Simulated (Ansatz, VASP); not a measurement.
## NbTeN in VASP and in Ansatz

```
Nb Te N
1.0
     3.48602    0.00000    0.00000
     0.00000    3.48602    0.00000
     0.00000    0.00000    9.28443
Nb Te N
2 2 2
Direct
  0.50000 0.00000 0.11438
  0.00000 0.50000 0.88562
  0.50000 0.00000 0.69863
  0.00000 0.50000 0.30137
  0.50000 0.50000 0.00000
  0.00000 0.00000 0.00000
```

Alike in both runs: task single point; functional PBEsol; k mesh 5 × 5 × 2; occupations fermi-dirac, width 0.05 eV; no spin polarisation.

|  | VASP | Ansatz |
| --- | --- | --- |
| version | VASP 6.6.1 | Ansatz 0.2.0 |
| potentials or method | VASP PAW PBE potentials, release 64 (Nb_sv, Te, N), cutoff 520 eV | plane waves, PAW |
| valence electrons in the cell | 48 | 68 |

Ansatz gave:

```
pressure (GPa)                                                : 5.1
traceless stress, the component that is largest in VASP (GPa) : -1.14
```

Q: Estimate VASP's values.

A: Pressure (GPa): 5.0; traceless stress, the component that is largest in VASP (GPa): -1.10.

VASP's potentials were made for PBE, not for PBEsol. VASP's potentials hold 48 valence electrons a cell and Ansatz's 68, so a difference there can come from the potentials and not from the codes.

The k mesh is coarse, so the values compare programs but aren't converged. Neither program's run includes spin-orbit coupling.
